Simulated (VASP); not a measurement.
Ba, 1 atom in the cell. The structure is cubic, space group Fm-3m (No. 225). Conventional cell: a = 6.465 Å, b = 6.465 Å, c = 6.465 Å, α = 90.00°, β = 90.00°, γ = 90.00°. This isn't the form of Ba at room conditions, which is bcc.

| Item | Value |
| --- | --- |
| Program | VASP 6.6.1 |
| Task | single point |
| Functional | PBE |
| Potentials or basis | VASP PAW PBE potentials, release 64 (Ba_sv) |
| Cutoff | 520 eV |
| k mesh | 9 × 9 × 9 |
| Occupations | fermi-dirac, width 0.05 eV |
| Spin | non-collinear spin, zero start, spin-orbit coupling |
| Starting moments | [[0.0, 0.0, 0.0]] μB |
| Dipole correction | no |
| Further INCAR settings | ALGO = Normal; EDIFF = 1e-06; NBANDS = 21 |

Potentials or basis: VASP PAW PBE potentials, release 64 (Ba_sv).

Command:

```sh
$ cat potpaw_PBE.64/Ba_sv/POTCAR > POTCAR
$ mpirun -np 1 vasp_ncl > vasp.out
```

Hardware: 1 thread of AMD EPYC 9R14 (Zen 4) (shared host).

**Question.** Estimate the wall time of this run.

**Answer.** Wall time 71 s on 1 thread of AMD EPYC 9R14 (Zen 4), with other jobs on the host, peak memory 0.37 GiB. Counts: scf iterations 11, k points 35.
